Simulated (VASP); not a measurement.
# Rb2SrSe6 in VASP: a series of runs

The runs below take Rb2SrSe6 through single point, with PBE.

Program: VASP 6.6.1. These are calculated values, not measurements. Logs are shortened: lines on timing, memory, paths and dates and some standing lists are left out, and cuts for length are marked.

## Step 1: The cell of the first run

The typed cell holds 9 atoms: a = 7.208 Å, b = 7.208 Å, c = 5.658 Å, α = 90.00°, β = 90.00°, γ = 120.00°.

## Step 2: Single point, PBE

File INCAR:

```
PREC = Accurate ; ENCUT = 520
EDIFF = 1E-7 ; ISMEAR = -1
SIGMA = 0.1 ; LREAL = F
LASPH = T ; NELM = 100
ALGO = Normal ; ISIF = 2
LWAVE = F ; LCHARG = F
GGA = PE ; NBANDS = 42
```

File KPOINTS:

```
Automatic mesh
0
Gamma
  3 3 3
```

File POSCAR:

```
Rb2SrSe6
1.0
    7.2083910000      0.0000000000      0.0000000000
   -3.6041960000      6.2426500000      0.0000000000
    0.0000000000      0.0000000000      5.6583640000
Sr Se Rb
1 6 2
Direct
    0.0000000000      0.0000000000      0.0000000000
    0.1670000000      0.8330000000      0.2060000000
    0.1670000000      0.3340000000      0.2060000000
    0.6660000000      0.8330000000      0.2060000000
    0.8330000000      0.1670000000      0.7940000000
    0.3340000000      0.1670000000      0.7940000000
    0.8330000000      0.6660000000      0.7940000000
    0.3333000000      0.6667000000      0.6910000000
    0.6667000000      0.3333000000      0.3090000000
```

Potentials or basis: VASP PAW PBE potentials, release 64 (Sr_sv, Se, Rb_sv).

Launch:

```bash
> cat potpaw_PBE.64/Sr_sv/POTCAR potpaw_PBE.64/Se/POTCAR potpaw_PBE.64/Rb_sv/POTCAR > POTCAR
> mpirun -np 1 vasp_std > vasp.out
```

OUTCAR:

```text
PREC = Accurate
   ENCUT = 520
   EDIFF = 1E-7
   ISMEAR = -1
   LREAL = F
   LASPH = T
   NELM = 100
   ISIF = 2
   GGA = PE

 ion  position               nearest neighbor table
   1  0.000  0.000  0.000-   4 2.39   6 2.39   3 2.39   7 2.39   2 2.39   5 2.39   8 4.51   9 4.51
                             9 4.51   8 4.51   9 4.51   8 4.51
   2  0.167  0.833  0.206-   1 2.39   8 3.44   8 3.58   9 3.65   9 3.65
   3  0.167  0.334  0.206-   1 2.39   8 3.44   8 3.58   9 3.65   9 3.65
   4  0.666  0.833  0.206-   1 2.39   8 3.44   8 3.58   9 3.65   9 3.65
   5  0.833  0.167  0.794-   1 2.39   9 3.44   9 3.58   8 3.65   8 3.65
   6  0.334  0.167  0.794-   1 2.39   9 3.44   9 3.58   8 3.65   8 3.65
   7  0.833  0.666  0.794-   1 2.39   9 3.44   9 3.58   8 3.65   8 3.65
   8  0.333  0.667  0.691-   2 3.44   4 3.44   3 3.44   2 3.58   4 3.58   3 3.58   7 3.65   6 3.65
                             5 3.65   5 3.65   7 3.65   6 3.65   1 4.51   1 4.51   1 4.51   9 4.69
   9  0.667  0.333  0.309-   5 3.44   6 3.44   7 3.44   5 3.58   6 3.58   7 3.58   3 3.65   4 3.65
                             2 3.65   2 3.65   3 3.65   4 3.65   1 4.51   1 4.51   1 4.51   8 4.69

  LATTYP: Found a hexagonal cell.
 ALAT       =     7.2083910000
 C/A-ratio  =     0.7849690728

  Lattice vectors:

 A1 = (   7.2083910000,   0.0000000000,   0.0000000000)
 A2 = (  -3.6041960000,   6.2426500000,   0.0000000000)
 A3 = (   0.0000000000,   0.0000000000,   5.6583640000)

Analysis of symmetry for initial positions (statically):
=====================================================================
 Subroutine PRICEL returns:
 Original cell was already a primitive cell.

 Routine SETGRP: Setting up the symmetry group for a
 hexagonal supercell.

 Subroutine GETGRP returns: Found  4 space group operations
 (whereof  4 operations were pure point group operations)
 out of a pool of 24 trial point group operations.

The static configuration has the point symmetry C_2h.

Analysis of symmetry for dynamics (positions and initial velocities):
=====================================================================
 Subroutine PRICEL returns:
 Original cell was already a primitive cell.

 Routine SETGRP: Setting up the symmetry group for a
 hexagonal supercell.

 Subroutine GETGRP returns: Found  4 space group operations
 (whereof  4 operations were pure point group operations)
 out of a pool of 24 trial point group operations.

The dynamic configuration has the point symmetry C_2h.

 Subroutine INISYM returns: Found  4 space group operations
 (whereof  4 operations are pure point group operations),
 and found     1 'primitive' translations

----------------------------------------------------------------------------------------

                                     Primitive cell

  volume of cell :     254.6233

  direct lattice vectors                    reciprocal lattice vectors
     7.208391000  0.000000000  0.000000000     0.138727214  0.080094202  0.000000000
    -3.604196000  6.242650000  0.000000000     0.000000000  0.160188382  0.000000000
     0.000000000  0.000000000  5.658364000     0.000000000  0.000000000  0.176729528

  length of vectors
     7.208391000  7.208391487  5.658364000     0.160188392  0.160188382  0.176729528

  position of ions in fractional coordinates (direct lattice)
     0.000000000  0.000000000  0.000000000
     0.167000000  0.833000000  0.206000000
     0.167000000  0.334000000  0.206000000
     0.666000000  0.833000000  0.206000000
     0.833000000  0.167000000  0.794000000
     0.334000000  0.167000000  0.794000000
     0.833000000  0.666000000  0.794000000
     0.333300000  0.666700000  0.691000000
     0.666700000  0.333300000  0.309000000

  ion indices of the primitive-cell ions
   primitive index   ion index
                 1           1
                 2           2
                 3           3
                 4           4
                 5           5
                 6           6
                 7           7
                 8           8
                 9           9

----------------------------------------------------------------------------------------

 KPOINTS: Automatic mesh

Automatic generation of k-mesh.
 Grid dimensions read from file:
 generate k-points for:    3    3    3

 Generating k-lattice:

  Cartesian coordinates                     Fractional coordinates (reciprocal lattice)
     0.046242405  0.026698067  0.000000000     0.333333333 -0.000000000  0.000000000
     0.000000000  0.053396127  0.000000000     0.000000000  0.333333333  0.000000000
     0.000000000  0.000000000  0.058909843     0.000000000  0.000000000  0.333333333

  Length of vectors
     0.053396131  0.053396127  0.058909843

  Shift w.r.t. Gamma in fractional coordinates (k-lattice)
     0.000000000  0.000000000  0.000000000

 Subroutine IBZKPT returns following result:
 ===========================================

 Found     10 irreducible k-points:

 Following reciprocal coordinates:
            Coordinates               Weight
  0.000000  0.000000  0.000000      1.000000
  0.333333 -0.000000  0.000000      4.000000
 -0.333333  0.333333  0.000000      2.000000
  0.333333  0.333333  0.000000      2.000000
  0.000000  0.000000  0.333333      2.000000
  0.333333 -0.000000  0.333333      4.000000
  0.000000  0.333333  0.333333      4.000000
 -0.333333  0.333333  0.333333      2.000000
  0.333333 -0.333333  0.333333      2.000000
  0.333333  0.333333  0.333333      4.000000
   k-points           NKPTS =     10   k-points in BZ     NKDIM =     10   number of bands    NBANDS=     42
   number of dos      NEDOS =    301   number of ions     NIONS =      9
   total plane-waves  NPLWV = 122472
   dimension x,y,z NGX =    54 NGY =   54 NGZ =   42
   dimension x,y,z NGXF=   108 NGYF=  108 NGZF=   84
   ions per type =               1   6   2
   NGX,Y,Z   is equivalent  to a cutoff of  12.45, 12.45, 12.34 a.u.
   NGXF,Y,Z  is equivalent  to a cutoff of  24.91, 24.91, 24.68 a.u.
 SYSTEM =  unknown system
   PREC   = accura    normal or accurate (medium, high low for compatibility)
   ISTART =      0    job   : 0-new  1-cont  2-samecut
   ICHARG =      2    charge: 1-file 2-atom 10-const
   ISPIN  =      1    spin polarized calculation?
   LNONCOLLINEAR =      F non collinear calculations
   LSORBIT =      F    spin-orbit coupling
   LASPH  =      T    aspherical Exc in radial PAW
   ENCUT  =  520.0 eV  38.22 Ry    6.18 a.u.  13.40 13.40 10.52*2*pi/ulx,y,z
   NELM   =    100;   NELMIN=  2; NELMDL= -5     # of ELM steps
   EDIFF  = 0.1E-06   stopping-criterion for ELM
   LREAL  =      F    real-space projection
   EDIFFG = 0.1E-05   stopping-criterion for IOM
   NSW    =      0    number of steps for IOM
   IBRION =     -1    ionic relax: 0-MD 1-quasi-New 2-CG
   NFREE  =      0    steps in history (QN), initial steepest desc. (CG)
   ISIF   =      2    stress and relaxation
   ISYM   =      2    0-nonsym 1-usesym 2-fastsym
   POTIM  = 0.5000    time-step for ionic-motion
   TEBEG  =    0.0;   TEEND  =   0.0 temperature during run
   PSTRESS=    0.0 pullay stress
   NELECT =      64.0000    total number of electrons
   NUPDOWN=      -1.0000    fix difference up-down
   EMIN   =  10.00;   EMAX   =-10.00  energy-range for DOS
   EFERMI =   0.00;   METHOD = LEGACY
   ISMEAR =    -1;   SIGMA  =   0.10  broadening in eV -4-tet -1-fermi 0-gaus
   EFERMI_NEDOS =   21; number of points for ismear=-14 and -15
   IALGO  =     38    algorithm
   IMIX   =      4    mixing-type and parameters
     AMIX     =   0.40;   BMIX     =  1.00
     AMIX_MAG =   1.60;   BMIX_MAG =  1.00
  volume/ion in A,a.u.               =      28.29       190.92
  Fermi-wavevector in a.u.,A,eV,Ry     =   1.033163  1.952395 14.523203  1.067425
  Thomas-Fermi vector in A             =   2.167396
   LORBIT       =      0    0 simple, 1 ext, 2 COOP (PROOUT), +10 PAW based schemes
   GGA     = PE    functional components
[... 5 lines left out ...]
 non-spin polarized calculation
  energy-cutoff  :      520.00
  volume of cell :      254.62
 maximum number of plane-waves:      6891
 NGX is ok and might be reduce to    54
   NGX = 27   NGY = 27   NGZ = 21

 number of electron      64.0000005 magnetization

 Free energy of the ion-electron system (eV)
  ---------------------------------------------------
  ext. energy  EPLUGINS =         0.00000000
  ---------------------------------------------------
  free energy    TOTEN  =       -19.96696154 eV

  energy without entropy =      -19.67248564  energy(sigma->0) =      -19.81972359

 E-fermi :   1.7818     XC(G=0):  -8.8763

 val. band max:        1.7565952717   @ k =   0.3333   0.3333   0.0000
 cond. band min:       1.7884878701   @ k =   0.0000   0.3333   0.3333
 fundamental gap:      0.0318925984
 Fermi energy:         1.7818443343

 k-point     1 :       0.0000    0.0000    0.0000
  band No.  band energies     occupation
      1     -31.4365      2.00000
      2     -24.1016      2.00000
      3     -24.0931      2.00000
      4     -15.2067      2.00000
      5     -15.2067      2.00000
      6     -14.5139      2.00000
[... 34 lines left out ...]
     41       7.1642      0.00000
     42       8.2357      0.00000

 k-point     2 :       0.3333   -0.0000    0.0000
  band No.  band energies     occupation
      1     -31.4365      2.00000
      2     -24.0998      2.00000
      3     -24.0949      2.00000
      4     -15.2175      2.00000
      5     -15.2092      2.00000
      6     -14.5089      2.00000
[... 34 lines left out ...]
     41       7.7204      0.00000
     42       7.8508      0.00000

 k-point     3 :      -0.3333    0.3333    0.0000
  band No.  band energies     occupation
      1     -31.4365      2.00000
      2     -24.0998      2.00000
      3     -24.0949      2.00000
      4     -15.2175      2.00000
      5     -15.2092      2.00000
      6     -14.5089      2.00000
[... 267 lines left out ...]
      4     -15.2120      2.00000
      5     -15.2021      2.00000
      6     -14.5301      2.00000
[... 34 lines left out ...]
     41       8.0678      0.00000
     42       8.1657      0.00000

 k-point    10 :       0.3333    0.3333    0.3333
  band No.  band energies     occupation
      1     -31.4363      2.00000
      2     -24.0968      2.00000
      3     -24.0968      2.00000
      4     -15.2106      2.00000
      5     -15.2106      2.00000
      6     -14.5276      2.00000
[... 34 lines left out ...]
     41       8.2416      0.00000
     42       8.2420      0.00000

------------------------ aborting loop because EDIFF is reached ----------------------------------------

  FORCE on cell =-STRESS in cart. coord.  units (eV):
  Direction    XX          YY          ZZ          XY          YZ          ZX
  --------------------------------------------------------------------------------------
  -------------------------------------------------------------------------------------
  Total       24.1327742     24.1319227     17.1135645     -0.0007412      0.0000883     -0.0001530
  in kB      151.8516896    151.8463315    107.6844151     -0.0046639      0.0005559     -0.0009629
  external PRESSURE =     137.1274787 kB  Pullay stress =       0.0000000 kB

 VOLUME and BASIS-vectors are now :
 -----------------------------------------------------------------------------
  energy-cutoff  :      520.00
  volume of cell :      254.62
      direct lattice vectors                 reciprocal lattice vectors
     7.208391000  0.000000000  0.000000000     0.138727214  0.080094202  0.000000000
    -3.604196000  6.242650000  0.000000000     0.000000000  0.160188382  0.000000000
     0.000000000  0.000000000  5.658364000     0.000000000  0.000000000  0.176729528

 POSITION                                       TOTAL-FORCE (eV/Angst)
 -----------------------------------------------------------------------------------
      0.00000      0.00000      0.00000         0.000000     -0.000000      0.000000
     -1.79849      5.20013      1.16562         3.618039     -2.088876      2.255836
     -0.00000      2.08505      1.16562         0.000256      4.177921      2.255954
      1.79849      5.20013      1.16562        -3.618057     -2.089183      2.255954
      5.40269      1.04252      4.49274        -3.618039      2.088876     -2.255836
      1.80570      1.04252      4.49274         3.618057      2.089183     -2.255954
      3.60420      4.15760      4.49274        -0.000256     -4.177921     -2.255954
     -0.00036      4.16197      3.90993         0.000672     -0.000388      0.255115
      3.60456      2.08068      1.74843        -0.000672      0.000388     -0.255115
 -----------------------------------------------------------------------------------
    total drift:                               -0.000000      0.000000      0.000000

  FREE ENERGIE OF THE ION-ELECTRON SYSTEM (eV)
  ---------------------------------------------------
  free  energy   TOTEN  =       -19.9669615423 eV

  energy  without entropy=      -19.6724856360  energy(sigma->0) =      -19.81972359
```

Run time: 4.6 min. Hardware: 1 thread of AMD EPYC 7R13, shared host; peak memory 0.36 GiB.

Results:

```
Free energy            : -19.9670 eV
Pressure               : 13.7 GPa
Largest force          : 4.748 eV/Å
Band gap on the k mesh : zero (bands 32 and 33 overlap by 0.58 eV)
```

Forces in eV/Å, atoms in the order of the input:
```
Sr   0.000  0.000  0.000
Se   3.618 -2.089  2.256
Se   0.000  4.178  2.256
Se  -3.618 -2.089  2.256
Se  -3.618  2.089 -2.256
Se   3.618  2.089 -2.256
Se   0.000 -4.178 -2.256
Rb   0.001  0.000  0.255
Rb  -0.001  0.000 -0.255
```

Levels at points of the mesh, in eV from the Fermi level:
| k point | band 28 | band 29 | band 30 | band 31 | band 32 | band 33 | band 34 | band 35 | band 36 | band 37 |
| --- | --- | --- | --- | --- | --- | --- | --- | --- | --- | --- |
| (0.00, 0.00, 0.00) | -1.31 | -1.18 | -1.18 | 0.08 | 0.08 | 0.34 | 0.79 | 0.90 | 0.90 | 4.21 |

Caveat: the k points lie up to 0.37 Å⁻¹ apart, too coarse for converged energies and pressures of a metal; forces of over 1 eV/Å act on the atoms, so gaps and moduli don't describe the material at rest.

## Step 3: Single point, PBE

File INCAR:

```
SYSTEM = Rb2SrSe6
PREC = Accurate
ENCUT = 520
EDIFF = 1E-6
ISMEAR = -1
SIGMA = 0.1
LREAL = .False.
LASPH = .True.
NELM = 80
ALGO = Normal
ISIF = 2
LWAVE = .False.
LCHARG = .True.
GGA = PE
LELF = .True.
LVHAR = .True.
NBANDS = 42
```

File KPOINTS:

```
Automatic mesh
0
Gamma
  3 3 3
  0 0 0
```

POSCAR is that of step 2.

Potentials or basis: VASP PAW PBE potentials, release 64 (Sr_sv, Se, Rb_sv).

Launch:

```bash
> cat potpaw_PBE.64/Sr_sv/POTCAR potpaw_PBE.64/Se/POTCAR potpaw_PBE.64/Rb_sv/POTCAR > POTCAR
> mpirun -np 1 vasp_std > vasp.out
```

Wall time 3.8 min (1 thread of AMD EPYC 7R13, shared host); peak memory 0.36 GiB.

It converged, with:

* Free energy: -19.9670 eV
* Pressure: 13.7 GPa
* Largest force: 4.748 eV/Å
* Band gap on the k mesh: zero (bands 32 and 33 overlap by 0.58 eV)

Forces in eV/Å, atoms in the order of the input:
```
Sr   0.000  0.000  0.000
Se   3.618 -2.089  2.256
Se   0.000  4.178  2.256
Se  -3.618 -2.089  2.256
Se  -3.618  2.089 -2.256
Se   3.618  2.089 -2.256
Se   0.000 -4.178 -2.256
Rb   0.001  0.000  0.255
Rb  -0.001  0.000 -0.255
```

Stress tensor (GPa, compression positive):
```
15.19  0.00  0.00
 0.00 15.19  0.00
 0.00  0.00 10.77
```

Levels at points of the mesh, in eV from the Fermi level:
| k point | band 28 | band 29 | band 30 | band 31 | band 32 | band 33 | band 34 | band 35 | band 36 | band 37 |
| --- | --- | --- | --- | --- | --- | --- | --- | --- | --- | --- |
| (0.00, 0.00, 0.00) | -1.31 | -1.18 | -1.18 | 0.08 | 0.08 | 0.34 | 0.79 | 0.90 | 0.90 | 4.21 |

Caveat: the k points lie up to 0.37 Å⁻¹ apart, too coarse for converged energies and pressures of a metal; forces of over 1 eV/Å act on the atoms, so gaps and moduli don't describe the material at rest.

## Step 4: Single point, PBE

File INCAR:

```
SYSTEM = Rb2SrSe6
PREC     = Accurate       ! precision mode
ENCUT    = 520            ! plane-wave cutoff, eV
EDIFF    = 1E-6           ! SCF threshold, eV
ISMEAR   = -1             ! smearing method
SIGMA    = 0.1            ! smearing width, eV
LREAL    = .False.        ! projectors in reciprocal space
LASPH    = .True.         ! aspherical terms in the spheres
NELM     = 80             ! most SCF steps
ALGO     = Normal         ! electronic algorithm
ISIF     = 2              ! what is computed and relaxed
LWAVE    = .False.        ! write WAVECAR
LCHARG   = .False.        ! write CHGCAR
GGA      = PE             ! functional
ISYM     = 0            
NBANDS   = 42             ! bands
```

File KPOINTS:

```
regular mesh
0
Gamma
  3 3 3
  0 0 0
```

POSCAR is that of step 3.

Launch:

```bash
> cat potpaw_PBE.64/Sr_sv/POTCAR potpaw_PBE.64/Se/POTCAR potpaw_PBE.64/Rb_sv/POTCAR > POTCAR
> mpirun -np 1 vasp_std > vasp.out
```

Run time: 5.3 min. Hardware: 1 thread of AMD EPYC 7R13, shared host; peak memory 0.37 GiB.

It converged, with:

```
Free energy            : -19.9670 eV
Pressure               : 13.7 GPa
Largest force          : 4.748 eV/Å
Band gap on the k mesh : zero (bands 32 and 33 overlap by 0.58 eV)
```

Forces in eV/Å, atoms in the order of the input:
```
Sr   0.000  0.000  0.000
Se   3.618 -2.089  2.256
Se   0.000  4.178  2.256
Se  -3.618 -2.089  2.256
Se  -3.618  2.089 -2.256
Se   3.618  2.089 -2.256
Se   0.000 -4.178 -2.256
Rb   0.001  0.000  0.255
Rb  -0.001  0.000 -0.255
```

Stress tensor (GPa, compression positive):
```
15.19  0.00  0.00
 0.00 15.19  0.00
 0.00  0.00 10.77
```

Levels at points of the mesh, in eV from the Fermi level:
```
           k point  band 29  band 30  band 31  band 32  band 33  band 34  band 35  band 36
(0.00, 0.00, 0.00)    -1.18    -1.18     0.08     0.08     0.34     0.79     0.90     0.90
```

Caveat: the k points lie up to 0.37 Å⁻¹ apart, too coarse for converged energies and pressures of a metal; forces of over 1 eV/Å act on the atoms, so gaps and moduli don't describe the material at rest.
